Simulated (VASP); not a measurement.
Crystal: Ti3W2.

```
Ti W
1.0
     2.81797    0.00000    0.00000
    -1.40898    2.44043    0.00000
     0.00000    0.00000   22.52501
Ti W
6 4
Direct
  0.33333 0.66667 0.05000
  0.33333 0.66667 0.25000
  0.33333 0.66667 0.45000
  0.66667 0.33333 0.95000
  0.66667 0.33333 0.55000
  0.66667 0.33333 0.75000
  0.33333 0.66667 0.85000
  0.33333 0.66667 0.65000
  0.66667 0.33333 0.15000
  0.66667 0.33333 0.35000
```

```yaml
Program: VASP 6.6.1
Task: relaxation of cell and atoms
Functional: PBE
Potentials_or_basis: VASP PAW PBE potentials, release 64 (Ti_sv, W_sv)
Cutoff: 600 eV
k_mesh: 6 × 6 × 1
Occupations: gaussian, width 0.1 eV
Spin: no spin polarisation
```

At the start: pressure 15.2 GPa; volume 15.49 Å³/atom.

Question: How do energy, volume and symmetry change on relaxing?

Answer: Over 8 steps the energy falls by 67.1 meV/atom and the volume is 16.70 Å³/atom (+7.8 %); space group P6_3/mmc (No. 194, to 0.05 Å).

The path:
```tsv
step	energy change (eV)	largest force (eV/Å)	pressure (GPa)	volume (Å³)
1	0.0000	0.3490	15.24	154.91
2	0.7461	0.2464	-17.78	190.29
3	-0.6042	0.0452	-1.04	168.29
4	-0.6058	0.0448	-0.63	167.84
5	-0.6655	0.0238	-0.32	167.56
6	-0.6703	0.0503	-0.19	167.45
7	-0.6703	0.0525	-0.17	167.44
8	-0.6706	0.0310	0.24	167.03
```

Final structure:
```xyz
10
Lattice="2.8465 0.0000 0.0000 -1.4232 2.4651 0.0000 0.0000 0.0000 23.8038" Properties=species:S:1:pos:R:3 pbc="T T T"
Ti    0.0000    1.6434    1.1801
Ti    0.0000    1.6434    5.9509
Ti    0.0000    1.6434   10.7218
Ti    1.4232    0.8217   22.6236
Ti    1.4232    0.8217   13.0820
Ti    1.4232    0.8217   17.8528
W     0.0000    1.6434   20.2310
W     0.0000    1.6434   15.4747
W     1.4232    0.8217    3.5728
W     1.4232    0.8217    8.3291
```

Caveat: the k points lie up to 0.42 Å⁻¹ apart in the final cell.
